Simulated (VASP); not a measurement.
Al16GeN14 (a cell with a defect), 31 atoms in the cell. The cell holds a defect, 31 atoms: a = 6.260 Å, b = 6.260 Å, c = 10.035 Å, α = 90.00°, β = 90.00°, γ = 120.00°. 

- Program: VASP 6.6.1
- Task: single point
- Functional: PBE
- Potentials or basis: VASP PAW PBE potentials, release 64 (Al, N, Ge_d)
- Cutoff: 520 eV
- k mesh: 1 × 1 × 1, shifted
- Occupations: fermi-dirac, width 0.01 eV
- Spin: no spin polarisation
- Dipole correction: no
- Charge: 2
- Further INCAR settings: LREAL = Auto; ALGO = Normal; EDIFF = 1e-06; NBANDS = 87; NELECT = 130.0

Potentials or basis: VASP PAW PBE potentials, release 64 (Al, N, Ge_d).

Launch:

```console
$ cat potpaw_PBE.64/Al/POTCAR potpaw_PBE.64/N/POTCAR potpaw_PBE.64/Ge_d/POTCAR > POTCAR
$ mpirun -np 1 vasp_std > vasp.out
```

Hardware: 1 thread of AMD EPYC 9R45 96-Core Processor (Zen 5), on a shared host.

Problem. How long does it take, and how much memory?

Solution. Run time: 3.1 min on 1 thread of AMD EPYC 9R45 96-Core Processor (Zen 5) (shared host), peak memory 0.45 GiB. Counts: scf iterations 15, k points 6.
